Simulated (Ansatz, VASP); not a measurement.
# One calculation of GaAsSe3, two programs

Contents of INCAR:

```
SYSTEM = GaAsSe3
PREC = Accurate ; ENCUT = 600
EDIFF = 1E-6 ; ISMEAR = 0
SIGMA = 0.1 ; LREAL = .False.
LASPH = .True. ; NELM = 80
ALGO = Normal ; ISIF = 3
LWAVE = .False. ; LCHARG = .False.
GGA = PE ; IBRION = 2
NSW = 100 ; EDIFFG = -0.01
```

KPOINTS

```
Automatic mesh
0
Gamma
  12 12 6
  0 0 0
```

The input POSCAR:

```
GaAsSe3
1.0
    4.1634514950      0.0000000000      0.0000000000
   -2.0817257475      3.6056547621      0.0000000000
    0.0000000000      0.0000000000      8.2512666045
Ga As Se
1 1 3
Direct
    0.3333333333      0.6666666667      0.5000000000
    0.6666666667      0.3333333333      0.0000000000
    0.0000000000      0.0000000000      0.8133853431
    0.0000000000      0.0000000000      0.1866146569
    0.6666666667      0.3333333333      0.5000000000
```

Input for Ansatz:

```yaml
crystal:
  lattice:
    - [4.163451495, 0.0, 0.0]
    - [-2.0817257475, 3.6056547621, 0.0]
    - [0.0, 0.0, 8.2512666045]
  atoms:
    - { symbol: Ga, position: [0.3333333333, 0.6666666667, 0.5] }
    - { symbol: As, position: [0.6666666667, 0.3333333333, 0.0] }
    - { symbol: Se, position: [0.0, 0.0, 0.8133853431] }
    - { symbol: Se, position: [0.0, 0.0, 0.1866146569] }
    - { symbol: Se, position: [0.6666666667, 0.3333333333, 0.5] }
basis:
  ecutwfc: 420
kpoints:
  mp_grid: { grid: [12, 12, 6] }
hamiltonian:
  xc: pbe
scf:
  occupations: { method: gaussian, width: 0.1 }
output:
  forces: true
  stress: true
  eigenvalues: true
relax:
  adjacent_minimum: "off"
  f_tol: 0.01
  max_steps: 80
  cell: { stress_tol: 0.05 }
```

Change from the starting cell: species swapped into the GaNi3As type (P-6m2, No. 187).

Alike in both runs: task relaxation of cell and atoms; functional PBE; k mesh 12 × 12 × 6; occupations gaussian, width 0.1 eV; no spin polarisation.

|  | VASP | Ansatz |
| --- | --- | --- |
| version | VASP 6.6.1 | Ansatz 0.2.0 |
| potentials or method | VASP PAW PBE potentials, release 64 (Ga_d, As, Se), cutoff 600 eV | scalar-relativistic, plane waves, PAW |
| valence electrons in the cell | 36 | 76 |

```tsv
	VASP	Ansatz	Ansatz less VASP
gap on the k mesh at the Fermi level, each at its own relaxed structure (eV)	none	none	-
relaxed volume (Å³/atom)	24.82	24.84	+0.020
relaxed cell length with the largest relative difference (Å)	8.227	8.243	+0.0151
```

A gap of «none» marks a metal or a gap that the smearing closes. VASP's potentials hold 36 valence electrons a cell and Ansatz's 76, so a difference there can come from the potentials and not from the codes.
